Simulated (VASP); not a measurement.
Runs of VASP 6.6.1 on BN. The structure is that of space group P6_3/mmc (No. 194), or close to it. The cells are those of the table. 

```csv
task,level,cell,cutoff (eV),gap on the mesh (eV),pressure (GPa),relaxed volume (Å³/atom)
relaxation of cell and atoms,PBEsol,"relaxed from a = 2.498, b = 2.498, c = 6.636 Å, angles 90.0, 90.0, 120.0°, 4 atoms",600,4.23,0.0,(c)
relaxation of cell and atoms,r2SCAN+D4,"relaxed from a = 2.498, b = 2.498, c = 6.636 Å, angles 90.0, 90.0, 120.0°, 4 atoms",600,4.86,0.0,8.91
single point,r2SCAN,"a = 2.501, b = 2.501, c = 6.872 Å, angles 90.0, 90.0, 120.0°, 4 atoms",520,(a),0.4,-
relaxation of cell and atoms,r2SCAN,"relaxed from a = 2.498, b = 2.498, c = 6.636 Å, angles 90.0, 90.0, 120.0°, 4 atoms",600,4.92,0.0,9.28
relaxation of cell and atoms,PBE,"relaxed from a = 2.498, b = 2.498, c = 6.636 Å, angles 90.0, 90.0, 120.0°, 4 atoms",600,4.47,0.0,10.44
single point,r2SCAN+D4,"a = 2.499, b = 2.499, c = 6.600 Å, angles 90.0, 90.0, 120.0°, 4 atoms",520,4.88,0.4,-
single point,PBE,"a = 2.512, b = 2.512, c = 8.395 Å, angles 90.0, 90.0, 120.0°, 4 atoms",520,4.38,0.0,-
single point,PBEsol,"a = 2.504, b = 2.504, c = 7.039 Å, angles 90.0, 90.0, 120.0°, 4 atoms",520,4.26,(b),-
```

Alike in all rows: potentials or basis VASP PAW PBE potentials, release 64 (B, N); no spin polarisation; k mesh 12 × 12 × 4; smearing methfessel-paxton 0.05 eV.

Problem. Estimate the missing entries.

Solution. (a) 4.93; (b) 0.3; (c) 9.39.

Caveats: the PAW data sets were made with another functional, which shifts forces and pressure a little (at least some runs); this functional lacks dispersion, which binds the layers, so the pressure and a relaxed spacing across them are unreliable (at least some runs); the volume moved by over 15 % at a fixed basis, so the end points are rough (at least some runs).

A k mesh can miss the band edges.
